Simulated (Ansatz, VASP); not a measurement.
**One calculation of YF, two programs**

```
CELL_PARAMETERS angstrom
3.54210 0.00000 0.00000
-1.77105 3.06755 0.00000
0.00000 0.00000 7.55456
ATOMIC_POSITIONS crystal
Y 0.33333 0.66667 0.33191
Y 0.66667 0.33333 0.83191
F 0.33333 0.66667 0.04123
F 0.66667 0.33333 0.54123
```

Alike in both runs: functional PBE; k mesh 12 × 12 × 8; occupations gaussian, width 0.1 eV; no spin polarisation.

Ansatz relaxed the structure, and its values are those at the end. VASP's run is a single point on that final structure, the one shown.

```csv
,VASP,Ansatz
version,VASP 6.6.1,Ansatz 0.2.0
potentials or method,"VASP PAW PBE potentials, release 64 (Y_sv, F), cutoff 520 eV","scalar-relativistic, plane waves, PAW"
valence electrons in the cell,36,36
```

|  | VASP | Ansatz | Ansatz less VASP |
| --- | --- | --- | --- |
| gap on the k mesh at the Fermi level (eV) | none | none | - |
| pressure (GPa) | -0.1 | 0.0 | +0.14 |
| rms of the force components (eV/Å) | 0.005 | 0.001 | -0.0042 |

A gap of «none» marks a metal or a gap that the smearing closes.
